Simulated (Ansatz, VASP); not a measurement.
Cu in VASP and in Ansatz

```
CELL_PARAMETERS angstrom
0.00000 1.85269 1.71713
1.85269 0.00000 1.71713
1.85269 1.85269 0.00000
ATOMIC_POSITIONS crystal
Cu 0.00000 0.00000 0.00000
```

Change from the starting cell: strain +0.025 along x and y, -0.050 along z, atoms carried along.

Alike in both runs: task single point; functional PBE; k mesh 22 × 22 × 22; occupations gaussian, width 0.15 eV; no spin polarisation.

|  | VASP | Ansatz |
| --- | --- | --- |
| version | VASP 6.6.1 | Ansatz 0.2.0 |
| potentials or method | VASP PAW PBE potentials, release 64 (Cu), cutoff 520 eV | scalar-relativistic, plane waves, PAW |
| valence electrons in the cell | 11 | 19 |

Ansatz gave:

* gap on the k mesh at the Fermi level (eV): none
* pressure (GPa): 2.2
* traceless stress, the component that is largest in VASP (GPa): 2.23

Q: Which values does VASP return?

A: gap on the k mesh at the Fermi level (eV): none; pressure (GPa): 2.7; traceless stress, the component that is largest in VASP (GPa): 2.22.

A gap of «none» marks a metal or a gap that the smearing closes. The functional is the same, so the differences come from potentials, cutoffs and numerics. VASP's potentials hold 11 valence electrons a cell and Ansatz's 19, so a difference there can come from the potentials and not from the codes.
